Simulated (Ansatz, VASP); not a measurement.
One calculation of Sr, two programs

INCAR

```
ALGO = Normal
EDIFF = 1E-6
ENCUT = 500
GGA = CA
GGA_COMPAT = False
ISIF = 2
ISMEAR = 0
LASPH = True
LCHARG = False
LREAL = False
LWAVE = False
NBANDS = 11
NELM = 120
PREC = Accurate
SIGMA = 0.1
```

File KPOINTS:

```
k-points
0
Gamma
  6 6 6
```

POSCAR

```
Sr
1.0
    0.0000000000      3.0423500000      3.0423500000
    3.0423500000      0.0000000000      3.0423500000
    3.0423500000      3.0423500000      0.0000000000
Sr
1
Direct
    0.0000000000      0.0000000000      0.0000000000
```

Input for Ansatz:

```yaml
crystal:
  lattice:
    - [0.0, 3.04235, 3.04235]
    - [3.04235, 0.0, 3.04235]
    - [3.04235, 3.04235, 0.0]
  atoms:
    - { symbol: Sr, position: [0.0, 0.0, 0.0] }
basis:
  ecutwfc: 420
kpoints:
  mp_grid: { grid: [6, 6, 6] }
hamiltonian:
  xc: lda
scf:
  occupations: { method: gaussian, width: 0.1 }
output:
  forces: true
  stress: true
  eigenvalues: true
```

Alike in both runs: task single point; functional LDA; k mesh 6 × 6 × 6; occupations gaussian, width 0.1 eV; no spin polarisation.

|  | VASP | Ansatz |
| --- | --- | --- |
| version | VASP 6.6.1 | Ansatz 0.2.0 |
| potentials or method | VASP PAW LDA potentials, release 64 (Sr_sv), cutoff 500 eV | scalar-relativistic, plane waves, PAW |
| valence electrons in the cell | 10 | 10 |

|  | VASP | Ansatz | Ansatz less VASP |
| --- | --- | --- | --- |
| gap on the k mesh at the Fermi level (eV) | 0.10 | 0.10 | +0.001 |
| least direct gap on the mesh (eV) | 0.10 | 0.10 | +0.001 |
| pressure (GPa) | -1.6 | -1.6 | +0.01 |

LDA's correlation is that of Perdew and Zunger in VASP and of Perdew and Wang (1992) in Ansatz.
